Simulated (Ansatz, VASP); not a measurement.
## Mo in VASP and in Ansatz

```
Mo
1.0
     2.76303    0.00000    0.00000
    -1.38151    2.39285    0.00000
     0.00000    0.00000   19.88398
Mo
8
Direct
  0.00000 0.00000 0.06474
  0.00000 0.00000 0.56474
  0.00000 0.00000 0.43526
  0.00000 0.00000 0.93526
  0.33333 0.66667 0.18544
  0.66667 0.33333 0.68544
  0.33333 0.66667 0.31456
  0.66667 0.33333 0.81456
```

Alike in both runs: functional PBE; k mesh 15 × 15 × 2; occupations gaussian, width 0.1 eV; no spin polarisation.

Ansatz relaxed the structure, and its values are those at the end. VASP's run is a single point on that final structure, the one shown.

|  | VASP | Ansatz |
| --- | --- | --- |
| version | VASP 6.6.1 | Ansatz 0.2.0 |
| potentials or method | VASP PAW PBE potentials, release 64 (Mo_sv), cutoff 520 eV | scalar-relativistic, plane waves, PAW |
| valence electrons in the cell | 112 | 112 |

|  | VASP | Ansatz | Ansatz less VASP |
| --- | --- | --- | --- |
| gap on the k mesh at the Fermi level (eV) | none | none | - |
| pressure (GPa) | 0.5 | 0.0 | -0.48 |
| rms of the force components (eV/Å) | 0.007 | 0.002 | -0.0054 |

A gap of «none» marks a metal or a gap that the smearing closes. The functional is the same, so the differences come from potentials, cutoffs and numerics.
